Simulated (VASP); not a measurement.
# SiC (P6_3mc) in VASP: notebook, part 3 of 3

VASP 6.6.1. The steps go on from the part before.

**4. Single point, r2SCAN (volume scaled by 1.10, then relaxed in part)**

The input, POSCAR:

```
SiC
1.0
    3.1780869429      0.0000000000      0.0000000000
   -1.5890434715      2.7523040279      0.0000000000
    0.0000000000      0.0000000000     20.7900448196
Si C
8 8
Direct
    0.3333333333      0.6666666667      0.2500735043
    0.6666666667      0.3333333333      0.7500735043
    0.3333333333      0.6666666667      0.6249929349
    0.6666666667      0.3333333333      0.1249929349
    0.0000000000      0.0000000000      0.0001018361
    0.0000000000      0.0000000000      0.5001018361
    0.3333333333      0.6666666667      0.8752144050
    0.6666666667      0.3333333333      0.3752144050
    0.3333333333      0.6666666667      0.9689338757
    0.6666666667      0.3333333333      0.4689338757
    0.0000000000      0.0000000000      0.0938528395
    0.0000000000      0.0000000000      0.5938528395
    0.3333333333      0.6666666667      0.3441327601
    0.6666666667      0.3333333333      0.8441327601
    0.3333333333      0.6666666667      0.7186978443
    0.6666666667      0.3333333333      0.2186978443
```

The input, INCAR.step1:

```
ALGO = Normal
EDIFF = 1E-4
ENCUT = 520
GGA = PE
ISMEAR = 0
LASPH = T
LCHARG = F
LREAL = Auto
LWAVE = T
NBANDS = 46
NELM = 80
PREC = Accurate
SIGMA = 0.02
```

The input, INCAR.step2:

```
ALGO = Normal
EDIFF = 1E-7
ENCUT = 520
ISIF = 2
ISMEAR = 0
ISTART = 1
LASPH = T
LCHARG = T
LELF = T
LMIXTAU = T
LREAL = Auto
LVHAR = T
LWAVE = F
METAGGA = R2SCAN
NBANDS = 46
NELM = 80
PREC = Accurate
SIGMA = 0.02
```

The input, KPOINTS:

```
k-points
0
Gamma
  12 12 2
```

Launch:

```bash
$ cat potpaw_PBE.64/Si/POTCAR potpaw_PBE.64/C/POTCAR > POTCAR
$ cp INCAR.step1 INCAR
$ mpirun -np 1 vasp_std > vasp.out
$ cp INCAR.step2 INCAR
$ mpirun -np 1 vasp_std > vasp.out
```

Wall time 11 min (1 thread of Intel Xeon 6975P-C (Granite Rapids), shared host); peak memory 0.42 GiB.

Results (log left out):

```yaml
Free_energy: -153.6120 eV
Pressure: -18.1 GPa
Largest_force: 0.006 eV/Å
Band_gap_on_the_k_mesh: 2.15 eV, indirect (least direct gap 3.27 eV)
```

Forces on the atoms (eV/Å):
```
Si   0.000  0.000 -0.006
Si   0.000  0.000 -0.006
Si   0.000  0.000  0.002
Si   0.000  0.000  0.002
Si   0.000  0.000  0.002
Si   0.000  0.000  0.002
Si   0.000  0.000  0.000
Si   0.000  0.000  0.000
C    0.000  0.000  0.003
C    0.000  0.000  0.003
C    0.000  0.000  0.000
C    0.000  0.000  0.000
C    0.000  0.000 -0.002
C    0.000  0.000 -0.002
C    0.000  0.000  0.000
C    0.000  0.000  0.000
```

Levels at points of the mesh, in eV from the valence-band top:
| k point | band 28 | band 29 | band 30 | band 31 | band 32 | band 33 | band 34 | band 35 | band 36 | band 37 |
| --- | --- | --- | --- | --- | --- | --- | --- | --- | --- | --- |
| (0.00, 0.00, 0.00) | -0.18 | -0.18 | -0.03 | 0.00 | 0.00 | 4.92 | 4.99 | 5.28 | 5.55 | 5.65 |
| (0.50, 0.00, 0.00) | -1.81 | -1.55 | -1.52 | -1.41 | -1.12 | 2.15 | 2.32 | 3.15 | 3.42 | 4.09 |
| (0.00, 0.00, 0.50) | -0.42 | -0.06 | -0.06 | -0.06 | -0.06 | 4.95 | 4.95 | 5.40 | 5.40 | 5.87 |
| (0.50, 0.00, 0.50) | -1.92 | -1.63 | -1.63 | -1.23 | -1.23 | 2.26 | 2.26 | 3.20 | 3.20 | 4.41 |

Caveat: the PAW data sets were made with another functional, which shifts forces and pressure a little. A k mesh can miss the band edges.

**5. Single point, r2SCAN (volume scaled by 1.03, then relaxed in part)**

The input, POSCAR:

```
SiC
1.0
    3.1093588633      0.0000000000      0.0000000000
   -1.5546794317      2.6927837651      0.0000000000
    0.0000000000      0.0000000000     20.3371370839
Si C
8 8
Direct
    0.3333333333      0.6666666667      0.2501063495
    0.6666666667      0.3333333333      0.7501063495
    0.3333333333      0.6666666667      0.6249944385
    0.6666666667      0.3333333333      0.1249944385
    0.0000000000      0.0000000000      0.0000963193
    0.0000000000      0.0000000000      0.5000963193
    0.3333333333      0.6666666667      0.8751875600
    0.6666666667      0.3333333333      0.3751875600
    0.3333333333      0.6666666667      0.9689192746
    0.6666666667      0.3333333333      0.4689192746
    0.0000000000      0.0000000000      0.0938567182
    0.0000000000      0.0000000000      0.5938567182
    0.3333333333      0.6666666667      0.3441259669
    0.6666666667      0.3333333333      0.8441259669
    0.3333333333      0.6666666667      0.7187133730
    0.6666666667      0.3333333333      0.2187133730
```

The input, INCAR.step1:

```
SYSTEM = SiC
  PREC = Accurate
  ENCUT = 520
  ISMEAR = 0
  SIGMA = 0.02
  LREAL = Auto
  LASPH = .TRUE.
  NELM = 80
  NBANDS = 46
  GGA = PE
  ALGO = Normal
  EDIFF = 1E-4
  LWAVE = .TRUE.
  LCHARG = .FALSE.
```

The input, INCAR.step2:

```
SYSTEM = SiC
  PREC = Accurate
  ENCUT = 520
  EDIFF = 1E-7
  ISMEAR = 0
  SIGMA = 0.02
  LREAL = Auto
  LASPH = .TRUE.
  NELM = 80
  ALGO = Normal
  ISIF = 2
  LWAVE = .FALSE.
  LCHARG = .FALSE.
  METAGGA = R2SCAN
  LMIXTAU = .TRUE.
  NBANDS = 46
  ISTART = 1
```

The input, KPOINTS:

```
regular mesh
0
G
  12 12 2
  0 0 0
```

Launch:

```bash
$ cat potpaw_PBE.64/Si/POTCAR potpaw_PBE.64/C/POTCAR > POTCAR
$ cp INCAR.step1 INCAR
$ mpirun -np 1 vasp_std > vasp.out
$ cp INCAR.step2 INCAR
$ mpirun -np 1 vasp_std > vasp.out
```

Wall time 15 min (1 thread of Intel Xeon 6975P-C (Granite Rapids), shared host); peak memory 0.41 GiB.

It converged, with:

* Free energy: -154.5231 eV
* Pressure: -6.6 GPa
* Largest force: 0.013 eV/Å
* Band gap on the k mesh: 2.15 eV, indirect (least direct gap 3.28 eV)

Forces on the atoms (eV/Å):
```
Si   0.000  0.000 -0.013
Si   0.000  0.000 -0.013
Si   0.000  0.000 -0.001
Si   0.000  0.000 -0.001
Si   0.000  0.000 -0.003
Si   0.000  0.000 -0.003
Si   0.000  0.000  0.002
Si   0.000  0.000  0.002
C    0.000  0.000  0.007
C    0.000  0.000  0.007
C    0.000  0.000  0.002
C    0.000  0.000  0.002
C    0.000  0.000  0.005
C    0.000  0.000  0.005
C    0.000  0.000  0.000
C    0.000  0.000  0.000
```

Stress tensor (GPa, compression positive):
```
-6.60  0.00  0.00
 0.00 -6.60  0.00
 0.00  0.00 -6.48
```

Levels at points of the mesh, in eV from the valence-band top:
```
           k point  band 29  band 30  band 31  band 32  band 33  band 34  band 35  band 36
(0.00, 0.00, 0.00)    -0.18    -0.03     0.00     0.00     5.51     5.58     5.90     6.17
(0.50, 0.00, 0.00)    -1.59    -1.56    -1.45    -1.14     2.15     2.34     3.25     3.50
(0.00, 0.00, 0.50)    -0.06    -0.06    -0.06    -0.06     5.54     5.54     6.01     6.01
(0.50, 0.00, 0.50)    -1.67    -1.67    -1.26    -1.26     2.27     2.27     3.30     3.30
```

Caveat: the PAW data sets were made with another functional, which shifts forces and pressure a little. A k mesh can miss the band edges.

**6. Single point, r2SCAN (volume scaled by 1.06, then relaxed in part)**

The input, POSCAR:

```
SiC
1.0
    3.1391271611      0.0000000000      0.0000000000
   -1.5695635806      2.7185638672      0.0000000000
    0.0000000000      0.0000000000     20.5344150755
Si C
8 8
Direct
    0.3333333333      0.6666666667      0.2500891219
    0.6666666667      0.3333333333      0.7500891219
    0.3333333333      0.6666666667      0.6249946872
    0.6666666667      0.3333333333      0.1249946872
    0.0000000000      0.0000000000      0.0001011971
    0.0000000000      0.0000000000      0.5001011971
    0.3333333333      0.6666666667      0.8752054242
    0.6666666667      0.3333333333      0.3752054242
    0.3333333333      0.6666666667      0.9689281190
    0.6666666667      0.3333333333      0.4689281190
    0.0000000000      0.0000000000      0.0938535896
    0.0000000000      0.0000000000      0.5938535896
    0.3333333333      0.6666666667      0.3441232569
    0.6666666667      0.3333333333      0.8441232569
    0.3333333333      0.6666666667      0.7187046041
    0.6666666667      0.3333333333      0.2187046041
```

The input, INCAR.step1:

```
SYSTEM = SiC
PREC = Accurate
ENCUT = 520
ISMEAR = 0
SIGMA = 0.02
LREAL = Auto
LASPH = .TRUE.
NELM = 80
NBANDS = 46
GGA = PE
ALGO = Normal
EDIFF = 1E-4
LWAVE = .TRUE.
LCHARG = .FALSE.
```

The input, INCAR.step2:

```
SYSTEM = SiC
PREC = Accurate
ENCUT = 520
EDIFF = 1E-6
ISMEAR = 0
SIGMA = 0.02
LREAL = Auto
LASPH = .TRUE.
NELM = 80
ALGO = Normal
ISIF = 2
LWAVE = .FALSE.
LCHARG = .FALSE.
METAGGA = R2SCAN
LMIXTAU = .TRUE.
NBANDS = 46
ISTART = 1
```

The input, KPOINTS:

```
Automatic mesh
0
G
  12 12 2
  0 0 0
```

Potentials or basis: VASP PAW PBE potentials, release 64 (Si, C).

Launch:

```bash
$ cat potpaw_PBE.64/Si/POTCAR potpaw_PBE.64/C/POTCAR > POTCAR
$ cp INCAR.step1 INCAR
$ mpirun -np 1 vasp_std > vasp.out
$ cp INCAR.step2 INCAR
$ mpirun -np 1 vasp_std > vasp.out
```

Wall time 11 min (1 thread of Intel Xeon 6975P-C (Granite Rapids), shared host); peak memory 0.42 GiB.

Results (log left out):

```
Free energy            : -154.2353 eV
Pressure               : -12.0 GPa
Largest force          : 0.007 eV/Å
Band gap on the k mesh : 2.15 eV, indirect (least direct gap 3.28 eV)
```

Forces in eV/Å, atoms in the order of the input:
```
Si   0.000  0.000 -0.006
Si   0.000  0.000 -0.006
Si   0.000  0.000  0.002
Si   0.000  0.000  0.002
Si   0.000  0.000  0.002
Si   0.000  0.000  0.002
Si   0.000  0.000  0.003
Si   0.000  0.000  0.003
C    0.000  0.000 -0.002
C    0.000  0.000 -0.002
C    0.000  0.000 -0.006
C    0.000  0.000 -0.006
C    0.000  0.000  0.007
C    0.000  0.000  0.007
C    0.000  0.000  0.001
C    0.000  0.000  0.001
```

Levels at points of the mesh, in eV from the valence-band top:
| k point | band 30 | band 31 | band 32 | band 33 | band 34 | band 35 |
| --- | --- | --- | --- | --- | --- | --- |
| (0.00, 0.00, 0.00) | -0.03 | 0.00 | 0.00 | 5.25 | 5.32 | 5.63 |
| (0.50, 0.00, 0.00) | -1.54 | -1.44 | -1.13 | 2.15 | 2.33 | 3.20 |
| (0.00, 0.00, 0.50) | -0.06 | -0.06 | -0.06 | 5.28 | 5.28 | 5.74 |
| (0.50, 0.00, 0.50) | -1.65 | -1.25 | -1.25 | 2.27 | 2.27 | 3.26 |

Caveat: the PAW data sets were made with another functional, which shifts forces and pressure a little.

**7. The runs side by side**

| cell | gap on the mesh (eV) | pressure (GPa) | largest force (eV/Å) |
| --- | --- | --- | --- |
| a = 3.079, b = 3.079, c = 20.138 Å, angles 90.0, 90.0, 120.0°, 16 atoms | 2.14 | -0.2 | 0.02 |
| a = 3.079, b = 3.079, c = 20.146 Å, angles 90.0, 90.0, 120.0°, 16 atoms | 2.15 | -0.3 | 0.16 |
| a = 3.178, b = 3.178, c = 20.790 Å, angles 90.0, 90.0, 120.0°, 16 atoms | 2.15 | -18.1 | 0.01 |
| a = 3.109, b = 3.109, c = 20.337 Å, angles 90.0, 90.0, 120.0°, 16 atoms | 2.15 | -6.6 | 0.01 |
| a = 3.139, b = 3.139, c = 20.534 Å, angles 90.0, 90.0, 120.0°, 16 atoms | 2.15 | -12.0 | 0.01 |

Alike in all rows: task single point; level r2SCAN; potentials or basis VASP PAW PBE potentials, release 64 (Si, C); no spin polarisation; k mesh 12 × 12 × 2; cutoff (eV) 520; smearing gaussian 0.02 eV.

Caveats: the PAW data sets were made with another functional, which shifts forces and pressure a little.

Total energies depend on the potentials used, so only differences within one code and one set of settings carry meaning.
